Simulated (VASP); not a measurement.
Bi2Cl, 3 atoms in the cell. The structure is trigonal, space group R-3m (No. 166). Conventional cell: a = 3.885 Å, b = 3.885 Å, c = 21.151 Å, α = 90.00°, β = 90.00°, γ = 120.00°. Within 4.2 Å of Bi (site symmetry 3m) lie 9 Bi at 3.19 to 3.88 Å and 3 Cl at 3.28 Å. Cl (site symmetry -3m) has 6 Bi at 3.28 Å and 6 Cl at 3.88 Å within 4.3 Å. 

```yaml
Program: VASP 6.6.1
Task: single point
Functional: PBE
Potentials_or_basis: VASP PAW PBE potentials, release 64 (Bi_d, Cl)
Cutoff: 520 eV
k_mesh: 12 × 12 × 12
Occupations: gaussian, width 0.1 eV
Spin: no spin polarisation
Dipole_correction: no
Further_INCAR_settings: ALGO = Fast; EDIFF = 1e-06; NBANDS = 26
```

Potentials or basis: VASP PAW PBE potentials, release 64 (Bi_d, Cl).

Launch:

```bash
$ cat potpaw_PBE.64/Bi_d/POTCAR potpaw_PBE.64/Cl/POTCAR > POTCAR
$ mpirun -np 1 vasp_std > vasp.out
```

Hardware: 1 thread of Oxide Virtual Turin-like Processor, on a shared host.

Problem. Estimate the wall time of this run.

Solution. Wall time 33 min on 1 thread of Oxide Virtual Turin-like Processor, with other jobs on the host, peak memory 0.65 GiB. Counts: scf iterations 15, k points 189.
